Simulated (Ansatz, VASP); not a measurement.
One calculation of NaCl, two programs

```xyz
2
Lattice="0.0000 2.8040 2.8040 2.8040 0.0000 2.8040 2.8040 2.8040 0.0000" Properties=species:S:1:pos:R:3 pbc="T T T"
Na    0.0000    0.0000    0.0000
Cl    2.8040    2.8040    2.8040
```

Alike in both runs: functional r2SCAN; k mesh 8 × 8 × 8; no spin polarisation.

Ansatz relaxed the structure, and its values are those at the end. VASP's run is a single point on that final structure, the one shown.

|  | VASP | Ansatz |
| --- | --- | --- |
| version | VASP 6.6.1 | Ansatz 0.2.0 |
| potentials or method | VASP PAW PBE potentials, release 64 (Na_pv, Cl) | scalar-relativistic, plane waves, PAW |
| plane-wave cutoff (eV) | 520 | 500 |
| occupations | gaussian, width 0.01 eV | fixed |
| valence electrons in the cell | 14 | 16 |

VASP gave:

| Item | Value |
| --- | --- |
| gap on the k mesh at the Fermi level (eV) | 5.99 |
| pressure (GPa) | -0.2 |

**Question.** What did Ansatz give for the same quantities?

**Answer.** gap on the k mesh at the Fermi level (eV): 5.97; pressure (GPa): 0.0.

VASP's potentials were made for PBE, not for r2SCAN. VASP's potentials hold 14 valence electrons a cell and Ansatz's 16, so a difference there can come from the potentials and not from the codes.
